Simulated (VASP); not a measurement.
A run of VASP 6.6.1 is set up as follows.

File INCAR:

```
ALGO     = Normal         # electronic algorithm
EDIFF    = 1E-6           # SCF threshold, eV
ENCUT    = 520            # plane-wave cutoff, eV
GGA      = PE             # functional
ISIF     = 2              # what is computed and relaxed
ISMEAR   = -1             # smearing method
LASPH    = True           # aspherical terms in the spheres
LCHARG   = False          # write CHGCAR
LREAL    = False          # projectors in reciprocal space
LWAVE    = False          # write WAVECAR
NBANDS   = 20             # bands
NELM     = 100            # most SCF steps
PREC     = Accurate       # precision mode
SIGMA    = 0.05           # smearing width, eV
```

File KPOINTS:

```
k-points
0
Gamma
  12 12 4
```

The input POSCAR:

```
O
1.0
    2.4905429685      0.0000000000      0.0000000000
   -1.2452714843      2.1568734799      0.0000000000
    0.0000000000      0.0000000000      7.9100659987
O
4
Direct
    0.3333333333      0.6666666667      0.1718966900
    0.6666666667      0.3333333333      0.8281033100
    0.6666666667      0.3333333333      0.6718966900
    0.3333333333      0.6666666667      0.3281033100
```

Potentials or basis: VASP PAW PBE potentials, release 64 (O).

Command:

```sh
$ cat potpaw_PBE.64/O/POTCAR > POTCAR
$ mpirun -np 1 vasp_std > vasp.out
```

Q: Predict the pressure.

A: 0.6 GPa.

Q: Estimate the band gap on the k mesh.

A: Zero (band 12 reaches 2.25 eV, above the bottom of band 13 at -0.19 eV).

Q: What does it give for the largest force?

A: 0.520 eV/Å.

Forces on the atoms (eV/Å):
```
O    0.000  0.000  0.520
O    0.000  0.000 -0.520
O    0.000  0.000  0.520
O    0.000  0.000 -0.520
```

Caveat: the standard files for N, O and F lose accuracy on very short bonds; spin is off for a triplet molecule.
